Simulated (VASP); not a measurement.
# Zn2SeS (P-4m2) in VASP: a series of runs

The runs below take Zn2SeS through single point, with LDA.

All numbers are computed with VASP 6.6.1; they aren't measurements. Logs are shortened: lines on timing, memory, paths and dates and some standing lists are left out, and cuts for length are marked.

## Step 1: The cell of the first run

Symmetry: P-4m2, No. 115, tetragonal system. Conventional cell: a = 3.714 Å, b = 3.714 Å, c = 5.522 Å, α = 90.00°, β = 90.00°, γ = 90.00°. Within 3.0 Å of Zn (site symmetry 2mm) lie 2 S at 2.27 Å and 2 Se at 2.36 Å. Se (site symmetry -4m2) has 4 Zn at 2.36 Å within 3.1 Å. Within 3.0 Å of S (site symmetry -4m2) lie 4 Zn at 2.27 Å.

## Step 2: Single point, LDA (strain -0.0500 x Voigt [1, 1, 0, 0, 0, 0])

File INCAR:

```
SYSTEM = Zn2SeS
PREC = Accurate
ENCUT = 520
EDIFF = 1E-7
ISMEAR = 0
SIGMA = 0.05
LREAL = .FALSE.
LASPH = .TRUE.
NELM = 80
ALGO = Normal
ISIF = 2
LWAVE = .FALSE.
LCHARG = .FALSE.
GGA = CA
NBANDS = 26
```

File KPOINTS:

```
regular mesh
0
G
  8 8 6
  0 0 0
```

File POSCAR:

```
Zn2SeS
1.0
    3.7138227070      0.0000000000      0.0000000000
    0.0000000000      3.7138227070      0.0000000000
    0.0000000000      0.0000000000      5.5221151400
Zn Se S
2 1 1
Direct
    0.5000000000      0.0000000000      0.7630636300
    0.0000000000      0.5000000000      0.2369363700
    0.0000000000      0.0000000000      0.5000000000
    0.5000000000      0.5000000000      0.0000000000
```

Potentials or basis: VASP PAW LDA potentials, release 64 (Zn, Se, S).

On the command line:

```console
> cat potpaw_LDA.64/Zn/POTCAR potpaw_LDA.64/Se/POTCAR potpaw_LDA.64/S/POTCAR > POTCAR
> mpirun -np 1 vasp_std > vasp.out
```

OUTCAR:

```text
SYSTEM = Zn2SeS
   PREC = Accurate
   ENCUT = 520
   EDIFF = 1E-7
   ISMEAR = 0
   LREAL = .FALSE.
   LASPH = .TRUE.
   NELM = 80
   ISIF = 2
   GGA = CA

 ion  position               nearest neighbor table
   1  0.500  0.000  0.763-   4 2.27   4 2.27   3 2.36   3 2.36
   2  0.000  0.500  0.237-   4 2.27   4 2.27   3 2.36   3 2.36
   3  0.000  0.000  0.500-   1 2.36   2 2.36   2 2.36   1 2.36
   4  0.500  0.500  0.000-   1 2.27   2 2.27   1 2.27   2 2.27

  LATTYP: Found a simple tetragonal cell.
 ALAT       =     3.7138227070
 C/A-ratio  =     1.4869086587

  Lattice vectors:

 A1 = (   3.7138227070,   0.0000000000,   0.0000000000)
 A2 = (   0.0000000000,   3.7138227070,   0.0000000000)
 A3 = (   0.0000000000,   0.0000000000,   5.5221151400)

Analysis of symmetry for initial positions (statically):
=====================================================================
 Subroutine PRICEL returns:
 Original cell was already a primitive cell.

 Routine SETGRP: Setting up the symmetry group for a
 simple tetragonal supercell.

 Subroutine GETGRP returns: Found  8 space group operations
 (whereof  8 operations were pure point group operations)
 out of a pool of 16 trial point group operations.

The static configuration has the point symmetry D_2d.

Analysis of symmetry for dynamics (positions and initial velocities):
=====================================================================
 Subroutine PRICEL returns:
 Original cell was already a primitive cell.

 Routine SETGRP: Setting up the symmetry group for a
 simple tetragonal supercell.

 Subroutine GETGRP returns: Found  8 space group operations
 (whereof  8 operations were pure point group operations)
 out of a pool of 16 trial point group operations.

The dynamic configuration has the point symmetry D_2d.

 Subroutine INISYM returns: Found  8 space group operations
 (whereof  8 operations are pure point group operations),
 and found     1 'primitive' translations

----------------------------------------------------------------------------------------

                                     Primitive cell

  volume of cell :      76.1637

  direct lattice vectors                    reciprocal lattice vectors
     3.713822707  0.000000000  0.000000000     0.269264335  0.000000000  0.000000000
     0.000000000  3.713822707  0.000000000     0.000000000  0.269264335  0.000000000
     0.000000000  0.000000000  5.522115140     0.000000000  0.000000000  0.181090031

  length of vectors
     3.713822707  3.713822707  5.522115140     0.269264335  0.269264335  0.181090031

  position of ions in fractional coordinates (direct lattice)
     0.500000000  0.000000000  0.763063630
     0.000000000  0.500000000  0.236936370
     0.000000000  0.000000000  0.500000000
     0.500000000  0.500000000  0.000000000

  ion indices of the primitive-cell ions
   primitive index   ion index
                 1           1
                 2           2
                 3           3
                 4           4

----------------------------------------------------------------------------------------

 KPOINTS: regular mesh

Automatic generation of k-mesh.
 Grid dimensions read from file:
 generate k-points for:    8    8    6

 Generating k-lattice:

  Cartesian coordinates                     Fractional coordinates (reciprocal lattice)
     0.033658042  0.000000000  0.000000000     0.125000000  0.000000000  0.000000000
     0.000000000  0.033658042  0.000000000     0.000000000  0.125000000  0.000000000
     0.000000000  0.000000000  0.030181672     0.000000000  0.000000000  0.166666667

  Length of vectors
     0.033658042  0.033658042  0.030181672

  Shift w.r.t. Gamma in fractional coordinates (k-lattice)
     0.000000000  0.000000000  0.000000000

 Subroutine IBZKPT returns following result:
 ===========================================

 Found     60 irreducible k-points:

 Following reciprocal coordinates:
            Coordinates               Weight
  0.000000  0.000000  0.000000      1.000000
  0.125000  0.000000  0.000000      4.000000
  0.250000  0.000000  0.000000      4.000000
  0.375000  0.000000  0.000000      4.000000
  0.500000  0.000000  0.000000      2.000000
  0.125000  0.125000  0.000000      4.000000
[... 16 lines left out ...]
  0.375000  0.125000  0.166667     16.000000
  0.500000  0.125000  0.166667      8.000000
 [... further k-points ...]
   k-points           NKPTS =     60   k-points in BZ     NKDIM =     60   number of bands    NBANDS=     26
   number of dos      NEDOS =    301   number of ions     NIONS =      4
   total plane-waves  NPLWV =  32928
   dimension x,y,z NGX =    28 NGY =   28 NGZ =   42
   dimension x,y,z NGXF=    56 NGYF=   56 NGZF=   84
   ions per type =               2   1   1
   NGX,Y,Z   is equivalent  to a cutoff of  12.53, 12.53, 12.64 a.u.
   NGXF,Y,Z  is equivalent  to a cutoff of  25.07, 25.07, 25.29 a.u.
 SYSTEM =  Zn2SeS
   PREC   = accura    normal or accurate (medium, high low for compatibility)
   ISTART =      0    job   : 0-new  1-cont  2-samecut
   ICHARG =      2    charge: 1-file 2-atom 10-const
   ISPIN  =      1    spin polarized calculation?
   LNONCOLLINEAR =      F non collinear calculations
   LSORBIT =      F    spin-orbit coupling
   LASPH  =      T    aspherical Exc in radial PAW
   ENCUT  =  520.0 eV  38.22 Ry    6.18 a.u.   6.91  6.91 10.27*2*pi/ulx,y,z
   NELM   =     80;   NELMIN=  2; NELMDL= -5     # of ELM steps
   EDIFF  = 0.1E-06   stopping-criterion for ELM
   LREAL  =      F    real-space projection
   EDIFFG = 0.1E-05   stopping-criterion for IOM
   NSW    =      0    number of steps for IOM
   IBRION =     -1    ionic relax: 0-MD 1-quasi-New 2-CG
   NFREE  =      0    steps in history (QN), initial steepest desc. (CG)
   ISIF   =      2    stress and relaxation
   ISYM   =      2    0-nonsym 1-usesym 2-fastsym
   POTIM  = 0.5000    time-step for ionic-motion
   TEBEG  =    0.0;   TEEND  =   0.0 temperature during run
   PSTRESS=    0.0 pullay stress
   NELECT =      36.0000    total number of electrons
   NUPDOWN=      -1.0000    fix difference up-down
   EMIN   =  10.00;   EMAX   =-10.00  energy-range for DOS
   EFERMI =   0.00;   METHOD = LEGACY
   ISMEAR =     0;   SIGMA  =   0.05  broadening in eV -4-tet -1-fermi 0-gaus
   EFERMI_NEDOS =   21; number of points for ismear=-14 and -15
   IALGO  =     38    algorithm
   IMIX   =      4    mixing-type and parameters
     AMIX     =   0.40;   BMIX     =  1.00
     AMIX_MAG =   1.60;   BMIX_MAG =  1.00
  volume/ion in A,a.u.               =      19.04       128.49
  Fermi-wavevector in a.u.,A,eV,Ry     =   1.275243  2.409860 22.126415  1.626246
  Thomas-Fermi vector in A             =   2.407966
   LORBIT       =      0    0 simple, 1 ext, 2 COOP (PROOUT), +10 PAW based schemes
   GGA     = CA    functional components
   LHFCALC =     F    Hartree Fock is set to
   AEXX    =    0.0000 exact exchange contribution
   IVDW    =     0    specifies the selected vdW correction
   LEPSILON=     F    determine dielectric tensor
   LRPA    =     F    only Hartree local field effects (RPA)
 non-spin polarized calculation
 Gauss-broadening in eV      SIGMA  =   0.05
  energy-cutoff  :      520.00
  volume of cell :       76.16
 maximum number of plane-waves:      2074
 NGX is ok and might be reduce to    28
   NGX = 13   NGY = 13   NGZ = 21

 number of electron      36.0000053 magnetization

 Free energy of the ion-electron system (eV)
  ---------------------------------------------------
  ext. energy  EPLUGINS =         0.00000000
  ---------------------------------------------------
  free energy    TOTEN  =       -15.46088085 eV

  energy without entropy =      -15.46088085  energy(sigma->0) =      -15.46088085

 E-fermi :   3.1563     XC(G=0): -10.3632

 val. band max:        2.8820823243   @ k =   0.0000   0.0000   0.0000
 cond. band min:       4.6204772246   @ k =   0.0000   0.0000   0.0000
 fundamental gap:      1.7383949004
 Fermi energy:         3.1562919560

 k-point     1 :       0.0000    0.0000    0.0000
  band No.  band energies     occupation
      1     -11.2218      2.00000
      2      -9.8456      2.00000
      3      -4.4352      2.00000
      4      -4.3109      2.00000
      5      -4.3109      2.00000
      6      -4.2950      2.00000
[... 18 lines left out ...]
     25      13.6770      0.00000
     26      13.8278      0.00000

 k-point     2 :       0.1250    0.0000    0.0000
  band No.  band energies     occupation
      1     -11.1294      2.00000
      2      -9.8371      2.00000
      3      -4.3866      2.00000
      4      -4.3205      2.00000
      5      -4.2981      2.00000
      6      -4.2715      2.00000
[... 18 lines left out ...]
     25      13.0795      0.00000
     26      13.5694      0.00000

 k-point     3 :       0.2500    0.0000    0.0000
  band No.  band energies     occupation
      1     -10.8727      2.00000
      2      -9.8411      2.00000
      3      -4.3308      2.00000
      4      -4.2931      2.00000
      5      -4.2639      2.00000
      6      -4.2253      2.00000
[... 18 lines left out ...]
     25      11.9875      0.00000
     26      12.3270      0.00000

 k-point     4 :       0.3750    0.0000    0.0000
  band No.  band energies     occupation
      1     -10.5169      2.00000
      2      -9.9309      2.00000
      3      -4.2836      2.00000
      4      -4.2280      2.00000
      5      -4.2208      2.00000
      6      -4.1933      2.00000
[... 18 lines left out ...]
     25      10.9745      0.00000
     26      11.2853      0.00000
[... 496 lines left out ...]
      1     -10.7294      2.00000
      2      -9.8906      2.00000
      3      -4.3331      2.00000
      4      -4.2616      2.00000
      5      -4.2252      2.00000
      6      -4.2017      2.00000
[... 18 lines left out ...]
     25      10.3797      0.00000
     26      12.2038      0.00000

 k-point    23 :       0.3750    0.1250    0.1667
  band No.  band energies     occupation
      1     -10.4050      2.00000
      2      -9.9260      2.00000
      3      -4.2945      2.00000
      4      -4.2147      2.00000
      5      -4.1860      2.00000
      6      -4.1530      2.00000
[... 18 lines left out ...]
     25      10.5373      0.00000
     26      11.9209      0.00000

 k-point    24 :       0.5000    0.1250    0.1667
  band No.  band energies     occupation
      1     -10.1308      2.00000
      2     -10.0750      2.00000
      3      -4.2393      2.00000
      4      -4.2029      2.00000
      5      -4.1768      2.00000
      6      -4.1114      2.00000
[... 18 lines left out ...]
     25      11.0100      0.00000
     26      11.0303      0.00000

 [... further k-points ...]
[... 5 lines left out ...]
  --------------------------------------------------------------------------------------
  -------------------------------------------------------------------------------------
  Total        2.6235653      2.6235653      1.5749501      0.0000000      0.0000000     -0.0000000
  in kB       55.1892733     55.1892733     33.1306227      0.0000000      0.0000000     -0.0000000
  external PRESSURE =      47.8363897 kB  Pullay stress =       0.0000000 kB

 VOLUME and BASIS-vectors are now :
 -----------------------------------------------------------------------------
  energy-cutoff  :      520.00
  volume of cell :       76.16
      direct lattice vectors                 reciprocal lattice vectors
     3.713822707  0.000000000  0.000000000     0.269264335  0.000000000  0.000000000
     0.000000000  3.713822707  0.000000000     0.000000000  0.269264335  0.000000000
     0.000000000  0.000000000  5.522115140     0.000000000  0.000000000  0.181090031

 POSITION                                       TOTAL-FORCE (eV/Angst)
 -----------------------------------------------------------------------------------
      1.85691      0.00000      4.21373        -0.000000     -0.000000      0.028234
      0.00000      1.85691      1.30839         0.000000     -0.000000     -0.028234
      0.00000      0.00000      2.76106         0.000000     -0.000000      0.000000
      1.85691      1.85691      0.00000         0.000000      0.000000      0.000000
 -----------------------------------------------------------------------------------
    total drift:                                0.000000      0.000000      0.000000

  FREE ENERGIE OF THE ION-ELECTRON SYSTEM (eV)
  ---------------------------------------------------
  free  energy   TOTEN  =       -15.4608808460 eV

  energy  without entropy=      -15.4608808460  energy(sigma->0) =      -15.46088085
```

Run time: 56 s. Hardware: 1 thread of AMD EPYC 9R14 (Zen 4), shared host; peak memory 0.2 GiB.

Results:

- Free energy: -15.4609 eV
- Pressure: 4.8 GPa
- Largest force: 0.028 eV/Å
- Band gap on the k mesh: 1.74 eV

Forces on the atoms (eV/Å):
```
Zn   0.000  0.000  0.028
Zn   0.000  0.000 -0.028
Se   0.000  0.000  0.000
S    0.000  0.000  0.000
```

Stress tensor (GPa, compression positive):
```
5.52 0.00 0.00
0.00 5.52 0.00
0.00 0.00 3.31
```

Caveat: the cell differs from its parent crystal (strain -0.0500 x Voigt [1, 1, 0, 0, 0, 0]); the cell stands under pressure.

(Continued in part 2 of 2.)
